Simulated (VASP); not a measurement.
Crystal: SrO.

```xyz
4
Lattice="3.6000 0.0000 0.0000 -1.8000 3.1177 0.0000 0.0000 0.0000 6.2991" Properties=species:S:1:pos:R:3 pbc="T T T"
Sr    1.8000    1.0392    4.7243
Sr    0.0000    2.0785    1.5748
O     0.0000    0.0000    3.1496
O     0.0000    0.0000    0.0000
```

Base run:

```yaml
Program: VASP 6.6.1
Functional: r2SCAN
Potentials_or_basis: VASP PAW PBE potentials, release 64 (Sr_sv, O)
Cutoff: 520 eV
k_mesh: 9 × 9 × 5
Occupations: fermi-dirac, width 0.05 eV
Spin: no spin polarisation
```

Its results: band gap on the k mesh 3.44 eV, direct; pressure -3.2 GPa.

Question: The run is repeated on the same cell with these changes: functional from r2SCAN to LDA; potentials or basis from VASP PAW PBE potentials, release 64 (Sr_sv, O) to VASP PAW LDA potentials, release 64 (Sr_sv, O). What comes out?

Answer: Band gap on the k mesh 2.66 eV, direct; pressure -7.8 GPa.

Caveats: the PAW data sets were made with another functional, which shifts forces and pressure a little (some runs).

A k mesh can miss the band edges.
